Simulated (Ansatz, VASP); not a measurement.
# One calculation of WC, two programs

File INCAR:

```
SYSTEM = WC
PREC = Accurate ; ENCUT = 520
EDIFF = 1E-6 ; ISMEAR = 0
SIGMA = 0.15 ; LREAL = .FALSE.
LASPH = .TRUE. ; NELM = 60
ALGO = Normal ; ISIF = 2
LWAVE = .FALSE. ; LCHARG = .FALSE.
GGA = PE ; NBANDS = 16
```

File KPOINTS:

```
Automatic mesh
0
G
  18 18 16
  0 0 0
```

File POSCAR:

```
WC
1.0
    2.9005014360      0.0000000000      0.0000000000
   -1.4502507180      2.5119079273      0.0000000000
    0.0000000000      0.0000000000      2.8290000000
W C
1 1
Direct
   -0.0199051882     -0.0398103764      0.0000000000
    0.6666666667      0.3333333333      0.5000000000
```

Input for Ansatz:

```yaml
crystal:
  lattice:
    - [2.900501436, 0.0, 0.0]
    - [-1.450250718, 2.5119079273, 0.0]
    - [0.0, 0.0, 2.829]
  atoms:
    - { symbol: W, position: [-0.0199051882, -0.0398103764, 0.0] }
    - { symbol: C, position: [0.6666666667, 0.3333333333, 0.5] }
basis:
  ecutwfc: 420
kpoints:
  mp_grid: { grid: [18, 18, 16] }
hamiltonian:
  xc: pbe
scf:
  occupations: { method: gaussian, width: 0.15 }
output:
  forces: true
  stress: true
  eigenvalues: true
```

Alike in both runs: task single point; functional PBE; k mesh 18 × 18 × 16; occupations gaussian, width 0.15 eV; no spin polarisation.

```csv
,VASP,Ansatz
version,VASP 6.6.1,Ansatz 0.2.0
potentials or method,"VASP PAW PBE potentials, release 64 (W_sv, C), cutoff 520 eV","scalar-relativistic, plane waves, PAW"
valence electrons in the cell,18,18
```

VASP gave:

- gap on the k mesh at the Fermi level (eV): none
- pressure (GPa): 11.3
- traceless stress, the component that is largest in VASP (GPa): -5.34
- rms of the force components (eV/Å): 0.992

Problem. Which values does Ansatz return?

Solution. gap on the k mesh at the Fermi level (eV): none; pressure (GPa): 10.1; traceless stress, the component that is largest in VASP (GPa): -5.14; rms of the force components (eV/Å): 0.987.

Atom by atom the forces differ by 0.005 eV/Å (rms over components). A gap of «none» marks a metal or a gap that the smearing closes. The functional is the same, so the differences come from potentials, cutoffs and numerics.

Neither program's run includes spin-orbit coupling.
